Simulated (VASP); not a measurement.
Wanted: the native input for a VASP 6.6.1 run.

* Task: single point
* Functional: PBE
* Potentials or basis: VASP PAW PBE potentials, release 64 (Zr_sv, B)
* Cutoff: 520 eV
* k mesh: 20 × 20 × 20
* Occupations: gaussian, width 0.15 eV
* Spin: no spin polarisation
* Dipole correction: no
* Further INCAR settings: ALGO = Normal; EDIFF = 1e-07; NBANDS = 14

The structure of ZrB lies in POSCAR:

```
ZrB
1.0
    0.0000000000      2.2522956368      2.4775252005
    2.2522956368      0.0000000000      2.4775252005
    2.2522956368      2.2522956368      0.0000000000
Zr B
1 1
Direct
    0.0000000000      0.0000000000      0.0000000000
    0.5000000000      0.5000000000      0.5000000000
```

This cell differs from its parent crystal: ratio of the length along z to the lengths across it x 1.1, volume and fractional coordinates fixed.

These files were run (other wordings do the same):

INCAR

```
SYSTEM = ZrB
PREC     = Accurate       ! precision mode
ENCUT    = 520            ! plane-wave cutoff, eV
EDIFF    = 1E-7           ! SCF threshold, eV
ISMEAR   = 0              ! smearing method
SIGMA    = 0.15           ! smearing width, eV
LREAL    = .False.        ! projectors in reciprocal space
LASPH    = .True.         ! aspherical terms in the spheres
NELM     = 60             ! most SCF steps
ALGO     = Normal         ! electronic algorithm
ISIF     = 2              ! what is computed and relaxed
LWAVE    = .False.        ! write WAVECAR
LCHARG   = .True.         ! write CHGCAR
GGA      = PE             ! functional
LELF     = .True.         ! ELF
LVHAR    = .True.       
NBANDS   = 14             ! bands
```

KPOINTS

```
regular mesh
0
Gamma
  20 20 20
  0 0 0
```

Potentials or basis: VASP PAW PBE potentials, release 64 (Zr_sv, B).

Launch:

```sh
$ cat potpaw_PBE.64/Zr_sv/POTCAR potpaw_PBE.64/B/POTCAR > POTCAR
$ mpirun -np 1 vasp_std > vasp.out
```

Results of the run:

```json
{"Pressure": "37.5 GPa"}
```

It took 97 s on 1 thread of Intel(R) Xeon(R) 6975P-C (Granite Rapids), on a shared host, peak memory 0.34 GiB.
